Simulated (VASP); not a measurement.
Write the native input for VASP 6.6.1 that does the following.

```
Task                   : single point
Functional             : PBE
Dispersion             : D3(BJ)
Potentials or basis    : VASP PAW PBE potentials, release 64 (C)
Cutoff                 : 520 eV
k mesh                 : 21 × 21 × 1
Occupations            : gaussian, width 0.1 eV
Spin                   : no spin polarisation
Dipole correction      : yes
Further INCAR settings : ALGO = Normal; EDIFF = 1e-06; NBANDS = 11
```

The structure of C lies in POSCAR:

```
C
1.0
    2.4710000000      0.0000000000      0.0000000000
   -1.2355000000      2.1399487728      0.0000000000
    0.0000000000      0.0000000000     26.0024170307
C
2
Direct
    0.6666666667      0.3333333333      0.5054994888
    0.3333333333      0.6666666667      0.4945005112
```

One way to write it, as run:

INCAR

```
PREC = Accurate ; ENCUT = 520
EDIFF = 1E-6 ; ISMEAR = 0
SIGMA = 0.1 ; LREAL = F
LASPH = T ; NELM = 80
ALGO = Normal ; ISIF = 2
LWAVE = F ; LCHARG = F
LDIPOL = T ; IDIPOL = 3
DIPOL = 0.5 0.5 0.500 ; GGA = PE
IVDW = 12 ; NBANDS = 11
```

KPOINTS

```
Automatic mesh
0
Gamma
  21 21 1
```

Potentials or basis: VASP PAW PBE potentials, release 64 (C).

Command:

```sh
$ cat potpaw_PBE.64/C/POTCAR > POTCAR
$ mpirun -np 1 vasp_std > vasp.out
```

Results of the run:

* Largest force: 4.850 eV/Å
* Band gap on the k mesh: zero (filled and empty bands touch)
* Dispersion energy per atom: -0.088 eV

Wall time 2.2 min on 1 thread of AMD EPYC 7R43 64-Core Processor (Zen 3), on a shared host, peak memory 0.22 GiB.
